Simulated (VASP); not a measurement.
Write the native input for VASP 6.6.1 that does the following.

```yaml
Task: dielectric tensor
Functional: PBE
Potentials_or_basis: VASP PAW PBE potentials, release 64 (Cd_sv_GW, S)
Cutoff: 470 eV
k_mesh: 6 × 6 × 6
Occupations: gaussian, width 0.01 eV
Spin: no spin polarisation
Dipole_correction: no
Further_INCAR_settings: ALGO = Normal; EDIFF = 1e-08
```

The structure of CdS lies in POSCAR:

```
CdS
1.0
    0.0000000000      2.9392087863      2.9392087863
    2.9392087863      0.0000000000      2.9392087863
    2.9392087863      2.9392087863      0.0000000000
Cd S
1 1
Direct
    0.0000000000      0.0000000000      0.0000000000
    0.2500000000      0.2500000000      0.2500000000
```

The input as run:

INCAR

```
SYSTEM = CdS
PREC = Accurate ; ENCUT = 470
EDIFF = 1E-8 ; ISMEAR = 0
SIGMA = 0.01 ; LREAL = .False.
LASPH = .True. ; NELM = 120
ALGO = Normal ; ISIF = 2
LWAVE = .False. ; LCHARG = .False.
GGA = PE ; LEPSILON = .True.
GGA_COMPAT = .False.
```

KPOINTS

```
Automatic mesh
0
Gamma
  6 6 6
  0 0 0
```

Potentials or basis: VASP PAW PBE potentials, release 64 (Cd_sv_GW, S).

The run is started by

```sh
$ cat potpaw_PBE.64/Cd_sv_GW/POTCAR potpaw_PBE.64/S/POTCAR > POTCAR
$ mpirun -np 1 vasp_std > vasp.out
```

It gave:

| Item | Value |
| --- | --- |
| Band gap on the k mesh | 1.09 eV |
| Electronic dielectric tensor (diagonal) | 7.54 |
| Born charges (mean of the diagonal) | Cd +2.31; S -2.31 e |

Run time: 6.8 min on 1 thread of Intel(R) Xeon(R) Platinum 8375C CPU @ 2.90GHz (Ice Lake) (shared host), peak memory 0.27 GiB.
